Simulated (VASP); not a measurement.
# LiF (Fm-3m) in VASP: a series of runs

The runs below take LiF through single point, with PBEsol+D3(BJ), PBEsol+D4, PBEsol.

Everything below comes from runs of VASP 6.6.1. Logs are shortened: lines on timing, memory, paths and dates and some standing lists are left out, and cuts for length are marked.

## 1. The cell of the first run

The structure is cubic, space group Fm-3m (No. 225). Conventional cell: a = 3.954 Å, b = 3.954 Å, c = 3.954 Å, α = 90.00°, β = 90.00°, γ = 90.00°. F (site symmetry m-3m) has 6 Li at 1.98 Å within 2.6 Å. Within 2.6 Å of Li (site symmetry m-3m) lie 6 F at 1.98 Å.

## 2. Single point, PBEsol+D3(BJ)

INCAR

```
PREC = Accurate
ENCUT = 520
EDIFF = 1E-7
ISMEAR = -1
SIGMA = 0.05
LREAL = F
LASPH = T
NELM = 100
ALGO = Normal
ISIF = 2
LWAVE = F
LCHARG = F
GGA = PS
IVDW = 12
NBANDS = 12
```

KPOINTS

```
Automatic mesh
0
Gamma
  11 11 11
```

POSCAR

```
LiF
1.0
    0.0000000000      1.9768008890      1.9768008890
    1.9768008890      0.0000000000      1.9768008890
    1.9768008890      1.9768008890      0.0000000000
F Li
1 1
Direct
    0.5000000000      0.5000000000      0.5000000000
    0.0000000000      0.0000000000      0.0000000000
```

Potentials or basis: VASP PAW PBE potentials, release 64 (F, Li_sv).

Started as:

```
$ cat potpaw_PBE.64/F/POTCAR potpaw_PBE.64/Li_sv/POTCAR > POTCAR
$ mpirun -np 1 vasp_std > vasp.out
```

OUTCAR:

```text
PREC = Accurate
   ENCUT = 520
   EDIFF = 1E-7
   ISMEAR = -1
   LREAL = F
   LASPH = T
   NELM = 100
   ISIF = 2
   GGA = PS
   IVDW = 12
 IVDW          = 12

 ion  position               nearest neighbor table
   1  0.500  0.500  0.500-   2 1.98   2 1.98   2 1.98   2 1.98   2 1.98   2 1.98
   2  0.000  0.000  0.000-   1 1.98   1 1.98   1 1.98   1 1.98   1 1.98   1 1.98

  LATTYP: Found a face centered cubic cell.
 ALAT       =     3.9536017780

  Lattice vectors:

 A1 = (   0.0000000000,   1.9768008890,   1.9768008890)
 A2 = (   1.9768008890,   0.0000000000,   1.9768008890)
 A3 = (   1.9768008890,   1.9768008890,   0.0000000000)

Analysis of symmetry for initial positions (statically):
=====================================================================
 Subroutine PRICEL returns:
 Original cell was already a primitive cell.

 Routine SETGRP: Setting up the symmetry group for a
 face centered cubic supercell.

 Subroutine GETGRP returns: Found 48 space group operations
 (whereof 48 operations were pure point group operations)
 out of a pool of 48 trial point group operations.

The static configuration has the point symmetry O_h .

Analysis of symmetry for dynamics (positions and initial velocities):
=====================================================================
 Subroutine PRICEL returns:
 Original cell was already a primitive cell.

 Routine SETGRP: Setting up the symmetry group for a
 face centered cubic supercell.

 Subroutine GETGRP returns: Found 48 space group operations
 (whereof 48 operations were pure point group operations)
 out of a pool of 48 trial point group operations.

The dynamic configuration has the point symmetry O_h .

 Subroutine INISYM returns: Found 48 space group operations
 (whereof 48 operations are pure point group operations),
 and found     1 'primitive' translations

----------------------------------------------------------------------------------------

                                     Primitive cell

  volume of cell :      15.4497

  direct lattice vectors                    reciprocal lattice vectors
     0.000000000  1.976800889  1.976800889    -0.252933921  0.252933921  0.252933921
     1.976800889  0.000000000  1.976800889     0.252933921 -0.252933921  0.252933921
     1.976800889  1.976800889  0.000000000     0.252933921  0.252933921 -0.252933921

  length of vectors
     2.795618627  2.795618627  2.795618627     0.438094402  0.438094402  0.438094402

  position of ions in fractional coordinates (direct lattice)
     0.500000000  0.500000000  0.500000000
     0.000000000  0.000000000  0.000000000

[... 87 lines left out ...]
   NELECT =      10.0000    total number of electrons
   NUPDOWN=      -1.0000    fix difference up-down
   EMIN   =  10.00;   EMAX   =-10.00  energy-range for DOS
   EFERMI =   0.00;   METHOD = LEGACY
   ISMEAR =    -1;   SIGMA  =   0.05  broadening in eV -4-tet -1-fermi 0-gaus
   EFERMI_NEDOS =   21; number of points for ismear=-14 and -15
   IALGO  =     38    algorithm
   IMIX   =      4    mixing-type and parameters
     AMIX     =   0.40;   BMIX     =  1.00
     AMIX_MAG =   1.60;   BMIX_MAG =  1.00
  volume/ion in A,a.u.               =       7.72        52.13
  Fermi-wavevector in a.u.,A,eV,Ry     =   1.416126  2.676090 27.285299  2.005413
  Thomas-Fermi vector in A             =   2.537493
   LORBIT       =      0    0 simple, 1 ext, 2 COOP (PROOUT), +10 PAW based schemes
   GGA     = PS    functional components
   LHFCALC =     F    Hartree Fock is set to
   AEXX    =    0.0000 exact exchange contribution
   IVDW    =    12    specifies the selected vdW correction
   LEPSILON=     F    determine dielectric tensor
   LRPA    =     F    only Hartree local field effects (RPA)
 non-spin polarized calculation
  energy-cutoff  :      520.00
  volume of cell :       15.45
 maximum number of plane-waves:       428
 NGX is ok and might be reduce to    24
   NGX = 11   NGY = 11   NGZ = 11

 number of electron      10.0000002 magnetization

 Free energy of the ion-electron system (eV)
  ---------------------------------------------------
  ext. energy  EPLUGINS =         0.00000000
  ---------------------------------------------------
  free energy    TOTEN  =        -9.84461664 eV

  energy without entropy =       -9.84461664  energy(sigma->0) =       -9.84461664

 E-fermi :   0.4220     XC(G=0): -10.4858

 val. band max:       -0.7587798136   @ k =   0.0000   0.0000   0.0000
 cond. band min:       8.6693531504   @ k =   0.0000   0.0000   0.0000
 fundamental gap:      9.4281329640
 Fermi energy:         0.4219716114

 k-point     1 :       0.0000    0.0000    0.0000
  band No.  band energies     occupation
      1     -40.8556      2.00000
      2     -20.7818      2.00000
      3      -0.7588      2.00000
      4      -0.7588      2.00000
      5      -0.7588      2.00000
      6       8.6694      0.00000
      7      23.7866      0.00000
      8      23.7866      0.00000
      9      23.7867      0.00000
     10      23.8991      0.00000
     11      23.8991      0.00000
     12      23.8991      0.00000
[... 331 lines left out ...]
 k-point    24 :      -0.1818    0.1818    0.0000
  band No.  band energies     occupation
      1     -40.8021      2.00000
      2     -20.4591      2.00000
      3      -2.3327      2.00000
      4      -1.5526      2.00000
      5      -0.8420      2.00000
      6      10.5331      0.00000
      7      16.5382      0.00000
      8      19.7096      0.00000
      9      19.8569      0.00000
     10      26.4248      0.00000
     11      26.9664      0.00000
     12      30.0586      0.00000

 [... further k-points ...]

------------------------ aborting loop because EDIFF is reached ----------------------------------------

 Edisp (eV)   -0.30576

 E8    (eV) :    -0.1809

  FORCE on cell =-STRESS in cart. coord.  units (eV):
  Direction    XX          YY          ZZ          XY          YZ          ZX
  --------------------------------------------------------------------------------------
  -------------------------------------------------------------------------------------
  Total      -0.02165    -0.02165    -0.02165    -0.00000     0.00000     0.00000
  in kB      -2.24538    -2.24538    -2.24538    -0.00000     0.00000     0.00000
  external pressure =       -2.25 kB  Pullay stress =        0.00 kB

 VOLUME and BASIS-vectors are now :
 -----------------------------------------------------------------------------
  energy-cutoff  :      520.00
  volume of cell :       15.45
      direct lattice vectors                 reciprocal lattice vectors
     0.000000000  1.976800889  1.976800889    -0.252933921  0.252933921  0.252933921
     1.976800889  0.000000000  1.976800889     0.252933921 -0.252933921  0.252933921
     1.976800889  1.976800889  0.000000000     0.252933921  0.252933921 -0.252933921

 POSITION                                       TOTAL-FORCE (eV/Angst)
 -----------------------------------------------------------------------------------
      1.97680      1.97680      1.97680         0.000000      0.000000      0.000000
      0.00000      0.00000      0.00000        -0.000000     -0.000000      0.000000
 -----------------------------------------------------------------------------------
    total drift:                               -0.000000     -0.000000      0.000000

  FREE ENERGIE OF THE ION-ELECTRON SYSTEM (eV)
  ---------------------------------------------------
  free  energy   TOTEN  =       -10.1503801989 eV

  energy  without entropy=      -10.1503801989  energy(sigma->0) =      -10.15038020
```

OSZICAR:

```text
N       E                     dE             d eps       ncg     rms          rms(c)
DAV:   1     0.321703558017E+02    0.32170E+02   -0.56145E+03  1368   0.863E+02
DAV:   2    -0.915081914307E+01   -0.41321E+02   -0.40558E+02  1648   0.189E+02
DAV:   3    -0.102580712698E+02   -0.11073E+01   -0.11036E+01  1748   0.268E+01
DAV:   4    -0.102706076926E+02   -0.12536E-01   -0.12536E-01  1540   0.311E+00
DAV:   5    -0.102707384391E+02   -0.13075E-03   -0.13075E-03  1704   0.234E-01    0.406E+00
DAV:   6    -0.984412690392E+01    0.42661E+00   -0.19354E+00  1500   0.872E+00    0.135E+00
DAV:   7    -0.984234601454E+01    0.17809E-02   -0.16137E-02  1768   0.114E+00    0.827E-01
DAV:   8    -0.984454991782E+01   -0.22039E-02   -0.10993E-02  1636   0.116E+00    0.101E-01
DAV:   9    -0.984457242367E+01   -0.22506E-04   -0.97384E-04  1576   0.278E-01    0.412E-02
DAV:  10    -0.984461626799E+01   -0.43844E-04   -0.87080E-05  1540   0.718E-02    0.993E-03
DAV:  11    -0.984461639343E+01   -0.12544E-06   -0.41285E-06  1728   0.205E-02    0.152E-03
DAV:  12    -0.984461665533E+01   -0.26190E-06   -0.50515E-07  1484   0.642E-03    0.120E-03
DAV:  13    -0.984461663743E+01    0.17902E-07   -0.84492E-08   980   0.240E-03
   1 F= -.10150380E+02 E0= -.10150380E+02  d E =-.573284E-11
```

Run time: 18 s. Hardware: 1 thread of Intel Xeon 8259CL, shared host; peak memory 0.14 GiB.

What came out:

```
Free energy                : -10.1504 eV
Band gap on the k mesh     : 9.43 eV
Dispersion energy per atom : -0.153 eV
```

Levels at points of the mesh, in eV from the valence-band top:
```csv
k point,band 1,band 2,band 3,band 4,band 5,band 6,band 7,band 8,band 9,band 10
"(0.00, 0.00, 0.00)",-40.10,-20.02,0.00,0.00,0.00,9.43,24.55,24.55,24.55,24.66
```

Caveat: the cutoff is under 1.25 times the usual one of these potentials, so pressure, stress and relaxed cells hold a basis-set (Pulay) error; the PAW data sets were made with another functional, which shifts forces and pressure a little; an odd mesh through Γ misses points on the zone boundary, where band edges can lie.

## 3. Single point, PBEsol+D3(BJ)

This run uses another cell than the first one, of 7.79 Å³/atom.

INCAR

```
PREC = Accurate
ENCUT = 520
EDIFF = 1E-6
ISMEAR = -1
SIGMA = 0.05
LREAL = False
LASPH = True
NELM = 60
ALGO = Normal
ISIF = 2
LWAVE = False
LCHARG = False
GGA = PS
IVDW = 12
NBANDS = 12
```

KPOINTS is that of step 2.

POSCAR

```
LiF
1.0
    0.0000000000      1.9824317239      1.9824317239
    1.9824317239      0.0000000000      1.9824317239
    1.9824317239      1.9824317239      0.0000000000
F Li
1 1
Direct
    0.5000000000      0.5000000000      0.5000000000
    0.0000000000      0.0000000000      0.0000000000
```

Potentials or basis: VASP PAW PBE potentials, release 64 (F, Li_sv).

Started as:

```
$ cat potpaw_PBE.64/F/POTCAR potpaw_PBE.64/Li_sv/POTCAR > POTCAR
$ mpirun -np 1 vasp_std > vasp.out
```

Run time: 14 s. Hardware: 1 thread of Intel Xeon 8259CL, shared host; peak memory 0.15 GiB.

Results (log left out):

* Free energy: -10.1504 eV
* Band gap on the k mesh: 9.35 eV
* Dispersion energy per atom: -0.152 eV

Levels at points of the mesh, in eV from the valence-band top:
| k point | band 2 | band 3 | band 4 | band 5 | band 6 | band 7 | band 8 | band 9 |
| --- | --- | --- | --- | --- | --- | --- | --- | --- |
| (0.00, 0.00, 0.00) | -20.00 | 0.00 | 0.00 | 0.00 | 9.35 | 24.44 | 24.44 | 24.44 |

Caveat: the cutoff is under 1.25 times the usual one of these potentials, so pressure, stress and relaxed cells hold a basis-set (Pulay) error; three body term missing; the PAW data sets were made with another functional, which shifts forces and pressure a little; an odd mesh through Γ misses points on the zone boundary, where band edges can lie.

(Part 1 of 2 ends here.)
